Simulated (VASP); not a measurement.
# MgO (Fm-3m) in VASP: notebook

Aim: see how the results for MgO move with the level of theory and the settings. Levels: PBE, LDA, r2SCAN. Tasks: single point.

Everything below comes from runs of VASP 6.6.1. Logs are shortened: lines on timing, memory, paths and dates and some standing lists are left out, and cuts for length are marked.

**1. The cell of the first run**

Symmetry: Fm-3m, No. 225, cubic system. The conventional cell has a = 4.212 Å, b = 4.212 Å, c = 4.212 Å, α = 90.00°, β = 90.00°, γ = 90.00°. Within 2.8 Å of Mg (site symmetry m-3m) lie 6 O at 2.11 Å. O (site symmetry m-3m) has 6 Mg at 2.11 Å within 2.8 Å.

**2. Single point, PBE**

Input file INCAR:

```
SYSTEM = MgO
ALGO = Normal ; EDIFF = 1E-6
ENCUT = 600 ; GGA = PE
GGA_COMPAT = .FALSE. ; ISIF = 2
ISMEAR = 0 ; LASPH = .TRUE.
LCHARG = .FALSE. ; LREAL = .FALSE.
LWAVE = .FALSE. ; NBANDS = 11
NELM = 120 ; PREC = Accurate
SIGMA = 0.03
```

Input file KPOINTS:

```
k-points
0
G
  8 8 8
  0 0 0
```

Input file POSCAR:

```
MgO
1.0
    0.0000000000      2.1060000000      2.1060000000
    2.1060000000      0.0000000000      2.1060000000
    2.1060000000      2.1060000000      0.0000000000
Mg O
1 1
Direct
    0.0000000000      0.0000000000      0.0000000000
    0.5000000000      0.5000000000      0.5000000000
```

Potentials or basis: VASP PAW PBE potentials, release 64 (Mg, O).

Command:

```
$ cat potpaw_PBE.64/Mg/POTCAR potpaw_PBE.64/O/POTCAR > POTCAR
$ mpirun -np 1 vasp_std > vasp.out
```

OUTCAR:

```text
SYSTEM = MgO
   EDIFF = 1E-6
   ENCUT = 600
   GGA = PE
   ISIF = 2
   ISMEAR = 0
   LASPH = .TRUE.
   LREAL = .FALSE.
   NELM = 120
   PREC = Accurate

 ion  position               nearest neighbor table
   1  0.000  0.000  0.000-   2 2.11   2 2.11   2 2.11   2 2.11   2 2.11   2 2.11
   2  0.500  0.500  0.500-   1 2.11   1 2.11   1 2.11   1 2.11   1 2.11   1 2.11

  LATTYP: Found a face centered cubic cell.
 ALAT       =     4.2120000000

  Lattice vectors:

 A1 = (   0.0000000000,   2.1060000000,   2.1060000000)
 A2 = (   2.1060000000,   0.0000000000,   2.1060000000)
 A3 = (   2.1060000000,   2.1060000000,   0.0000000000)

Analysis of symmetry for initial positions (statically):
=====================================================================
 Subroutine PRICEL returns:
 Original cell was already a primitive cell.

 Routine SETGRP: Setting up the symmetry group for a
 face centered cubic supercell.

 Subroutine GETGRP returns: Found 48 space group operations
 (whereof 48 operations were pure point group operations)
 out of a pool of 48 trial point group operations.

The static configuration has the point symmetry O_h .

Analysis of symmetry for dynamics (positions and initial velocities):
=====================================================================
 Subroutine PRICEL returns:
 Original cell was already a primitive cell.

 Routine SETGRP: Setting up the symmetry group for a
 face centered cubic supercell.

 Subroutine GETGRP returns: Found 48 space group operations
 (whereof 48 operations were pure point group operations)
 out of a pool of 48 trial point group operations.

The dynamic configuration has the point symmetry O_h .

 Subroutine INISYM returns: Found 48 space group operations
 (whereof 48 operations are pure point group operations),
 and found     1 'primitive' translations

----------------------------------------------------------------------------------------

                                     Primitive cell

  volume of cell :      18.6812

  direct lattice vectors                    reciprocal lattice vectors
     0.000000000  2.106000000  2.106000000    -0.237416904  0.237416904  0.237416904
     2.106000000  0.000000000  2.106000000     0.237416904 -0.237416904  0.237416904
     2.106000000  2.106000000  0.000000000     0.237416904  0.237416904 -0.237416904

  length of vectors
     2.978333762  2.978333762  2.978333762     0.411218140  0.411218140  0.411218140

  position of ions in fractional coordinates (direct lattice)
     0.000000000  0.000000000  0.000000000
     0.500000000  0.500000000  0.500000000

  ion indices of the primitive-cell ions
   primitive index   ion index
                 1           1
                 2           2

----------------------------------------------------------------------------------------

 KPOINTS: k-points

Automatic generation of k-mesh.
 Grid dimensions read from file:
 generate k-points for:    8    8    8

 Generating k-lattice:

  Cartesian coordinates                     Fractional coordinates (reciprocal lattice)
    -0.029677113  0.029677113  0.029677113     0.125000000  0.000000000  0.000000000
     0.029677113 -0.029677113  0.029677113     0.000000000  0.125000000  0.000000000
     0.029677113  0.029677113 -0.029677113     0.000000000  0.000000000  0.125000000

  Length of vectors
     0.051402268  0.051402268  0.051402268

  Shift w.r.t. Gamma in fractional coordinates (k-lattice)
     0.000000000  0.000000000  0.000000000

 Subroutine IBZKPT returns following result:
 ===========================================

 Found     29 irreducible k-points:

 Following reciprocal coordinates:
            Coordinates               Weight
  0.000000  0.000000  0.000000      1.000000
  0.125000  0.000000  0.000000      8.000000
  0.250000  0.000000  0.000000      8.000000
  0.375000  0.000000  0.000000      8.000000
  0.500000  0.000000  0.000000      4.000000
  0.125000  0.125000  0.000000      6.000000
[... 16 lines left out ...]
  0.500000  0.250000  0.125000     48.000000
 -0.375000  0.250000  0.125000     24.000000
 [... further k-points ...]
   k-points           NKPTS =     29   k-points in BZ     NKDIM =     29   number of bands    NBANDS=     11
   number of dos      NEDOS =    301   number of ions     NIONS =      2
   total plane-waves  NPLWV =  13824
   dimension x,y,z NGX =    24 NGY =   24 NGZ =   24
   dimension x,y,z NGXF=    48 NGYF=   48 NGZF=   48
   ions per type =               1   1
   NGX,Y,Z   is equivalent  to a cutoff of  13.40, 13.40, 13.40 a.u.
   NGXF,Y,Z  is equivalent  to a cutoff of  26.79, 26.79, 26.79 a.u.
 SYSTEM =  MgO
   PREC   = accura    normal or accurate (medium, high low for compatibility)
   ISTART =      0    job   : 0-new  1-cont  2-samecut
   ICHARG =      2    charge: 1-file 2-atom 10-const
   ISPIN  =      1    spin polarized calculation?
   LNONCOLLINEAR =      F non collinear calculations
   LSORBIT =      F    spin-orbit coupling
   LASPH  =      T    aspherical Exc in radial PAW
   ENCUT  =  600.0 eV  44.10 Ry    6.64 a.u.   5.95  5.95  5.95*2*pi/ulx,y,z
   NELM   =    120;   NELMIN=  2; NELMDL= -5     # of ELM steps
   EDIFF  = 0.1E-05   stopping-criterion for ELM
   LREAL  =      F    real-space projection
   EDIFFG = 0.1E-04   stopping-criterion for IOM
   NSW    =      0    number of steps for IOM
   IBRION =     -1    ionic relax: 0-MD 1-quasi-New 2-CG
   NFREE  =      0    steps in history (QN), initial steepest desc. (CG)
   ISIF   =      2    stress and relaxation
   ISYM   =      2    0-nonsym 1-usesym 2-fastsym
   POTIM  = 0.5000    time-step for ionic-motion
   TEBEG  =    0.0;   TEEND  =   0.0 temperature during run
   PSTRESS=    0.0 pullay stress
   NELECT =       8.0000    total number of electrons
   NUPDOWN=      -1.0000    fix difference up-down
   EMIN   =  10.00;   EMAX   =-10.00  energy-range for DOS
   EFERMI =   0.00;   METHOD = LEGACY
   ISMEAR =     0;   SIGMA  =   0.03  broadening in eV -4-tet -1-fermi 0-gaus
   EFERMI_NEDOS =   21; number of points for ismear=-14 and -15
   IALGO  =     38    algorithm
   IMIX   =      4    mixing-type and parameters
     AMIX     =   0.40;   BMIX     =  1.00
     AMIX_MAG =   1.60;   BMIX_MAG =  1.00
  volume/ion in A,a.u.               =       9.34        63.03
  Fermi-wavevector in a.u.,A,eV,Ry     =   1.233966  2.331857 20.717205  1.522672
  Thomas-Fermi vector in A             =   2.368675
   LORBIT       =      0    0 simple, 1 ext, 2 COOP (PROOUT), +10 PAW based schemes
   GGA     = PE    functional components
   LHFCALC =     F    Hartree Fock is set to
   AEXX    =    0.0000 exact exchange contribution
   IVDW    =     0    specifies the selected vdW correction
   LEPSILON=     F    determine dielectric tensor
   LRPA    =     F    only Hartree local field effects (RPA)
 non-spin polarized calculation
 Gauss-broadening in eV      SIGMA  =   0.03
  energy-cutoff  :      600.00
  volume of cell :       18.68
 maximum number of plane-waves:       636
   NGX = 11   NGY = 11   NGZ = 11

 number of electron       8.0000005 magnetization

 Free energy of the ion-electron system (eV)
  ---------------------------------------------------
  ext. energy  EPLUGINS =         0.00000000
  ---------------------------------------------------
  free energy    TOTEN  =       -11.90891132 eV

  energy without entropy =      -11.90891132  energy(sigma->0) =      -11.90891132

 E-fermi :   3.3712     XC(G=0): -11.0785

 val. band max:        3.1853519816   @ k =   0.0000   0.0000   0.0000
 cond. band min:       7.9134934938   @ k =   0.0000   0.0000   0.0000
 fundamental gap:      4.7281415122
 Fermi energy:         3.3711635357

 k-point     1 :       0.0000    0.0000    0.0000
  band No.  band energies     occupation
      1     -14.0774      2.00000
      2       3.1854      2.00000
      3       3.1854      2.00000
      4       3.1854      2.00000
      5       7.9135      0.00000
      6      18.9879      0.00000
      7      18.9879      0.00000
      8      18.9879      0.00000
      9      22.9034      0.00000
     10      24.6790      0.00000
     11      24.6790      0.00000

 k-point     2 :       0.1250    0.0000    0.0000
  band No.  band energies     occupation
      1     -13.9143      2.00000
      2       2.2313      2.00000
      3       3.0822      2.00000
      4       3.0822      2.00000
      5       8.8276      0.00000
      6      17.3083      0.00000
      7      19.3467      0.00000
      8      19.3467      0.00000
      9      23.7115      0.00000
     10      23.7115      0.00000
     11      25.0649      0.00000

 k-point     3 :       0.2500    0.0000    0.0000
  band No.  band energies     occupation
      1     -13.4904      2.00000
      2       0.5269      2.00000
      3       2.8448      2.00000
      4       2.8448      2.00000
      5      10.2747      0.00000
      6      15.7621      0.00000
      7      19.8409      0.00000
      8      19.8409      0.00000
      9      23.3215      0.00000
     10      23.3215      0.00000
     11      25.1793      0.00000

 k-point     4 :       0.3750    0.0000    0.0000
  band No.  band energies     occupation
      1     -13.0125      2.00000
      2      -0.8810      2.00000
      3       2.6214      2.00000
      4       2.6214      2.00000
      5      10.9886      0.00000
      6      15.5645      0.00000
      7      19.6674      0.00000
      8      19.6674      0.00000
      9      24.3900      0.00000
     10      24.6349      0.00000
     11      24.6349      0.00000

 k-point     5 :       0.5000    0.0000    0.0000
  band No.  band energies     occupation
      1     -12.7940      2.00000
      2      -1.4310      2.00000
      3       2.5323      2.00000
      4       2.5323      2.00000
      5      11.0840      0.00000
      6      15.7917      0.00000
      7      19.4987      0.00000
      8      19.4987      0.00000
      9      24.0790      0.00000
     10      25.6883      0.00000
     11      25.6883      0.00000
[... 211 lines left out ...]
 k-point    21 :       0.5000    0.5000    0.0000
  band No.  band energies     occupation
      1     -12.5357      2.00000
      2      -0.8985      2.00000
      3       1.8372      2.00000
      4       1.8372      2.00000
      5      12.3074      0.00000
      6      13.1573      0.00000
      7      16.2847      0.00000
      8      22.1586      0.00000
      9      22.1586      0.00000
     10      28.4955      0.00000
     11      30.0303      0.00000

 k-point    22 :       0.3750    0.2500    0.1250
  band No.  band energies     occupation
      1     -13.1868      2.00000
      2       0.1703      2.00000
      3       2.0341      2.00000
      4       2.5707      2.00000
      5      11.6793      0.00000
      6      14.6749      0.00000
      7      18.2683      0.00000
      8      20.7336      0.00000
      9      21.2998      0.00000
     10      25.6276      0.00000
     11      29.0140      0.00000

 k-point    23 :       0.5000    0.2500    0.1250
  band No.  band energies     occupation
      1     -12.8105      2.00000
      2      -0.5203      2.00000
      3       1.4589      2.00000
      4       2.3184      2.00000
      5      12.6818      0.00000
      6      14.8407      0.00000
      7      17.1082      0.00000
      8      20.3314      0.00000
      9      22.8725      0.00000
     10      25.5948      0.00000
     11      29.2105      0.00000

 k-point    24 :      -0.3750    0.2500    0.1250
  band No.  band energies     occupation
      1     -12.6432      2.00000
      2      -0.8140      2.00000
      3       1.2515      2.00000
      4       2.1992      2.00000
      5      12.8591      0.00000
      6      15.3853      0.00000
      7      16.6782      0.00000
      8      20.0856      0.00000
      9      23.7141      0.00000
     10      25.2651      0.00000
     11      29.3485      0.00000

 [... further k-points ...]

------------------------ aborting loop because EDIFF is reached ----------------------------------------

  FORCE on cell =-STRESS in cart. coord.  units (eV):
  Direction    XX          YY          ZZ          XY          YZ          ZX
  --------------------------------------------------------------------------------------
  -------------------------------------------------------------------------------------
  Total        0.4317614      0.4317614      0.4317614      0.0000000      0.0000000     -0.0000000
  in kB       37.0296228     37.0296228     37.0296228      0.0000000      0.0000000     -0.0000000
  external PRESSURE =      37.0296228 kB  Pullay stress =       0.0000000 kB

 VOLUME and BASIS-vectors are now :
 -----------------------------------------------------------------------------
  energy-cutoff  :      600.00
  volume of cell :       18.68
      direct lattice vectors                 reciprocal lattice vectors
     0.000000000  2.106000000  2.106000000    -0.237416904  0.237416904  0.237416904
     2.106000000  0.000000000  2.106000000     0.237416904 -0.237416904  0.237416904
     2.106000000  2.106000000  0.000000000     0.237416904  0.237416904 -0.237416904

 POSITION                                       TOTAL-FORCE (eV/Angst)
 -----------------------------------------------------------------------------------
      0.00000      0.00000      0.00000         0.000000      0.000000     -0.000000
      2.10600      2.10600      2.10600        -0.000000     -0.000000      0.000000
 -----------------------------------------------------------------------------------
    total drift:                               -0.000000     -0.000000      0.000000

  FREE ENERGIE OF THE ION-ELECTRON SYSTEM (eV)
  ---------------------------------------------------
  free  energy   TOTEN  =       -11.9089113225 eV

  energy  without entropy=      -11.9089113225  energy(sigma->0) =      -11.90891132
```

Run time: 3.7 s. Hardware: 1 thread of Intel Xeon 6975P-C (Granite Rapids), shared host; peak memory 0.14 GiB.

What came out:

* Free energy: -11.9089 eV
* Pressure: 3.7 GPa
* Band gap on the k mesh: 4.73 eV, direct

(Part 1 of 2 ends here.)
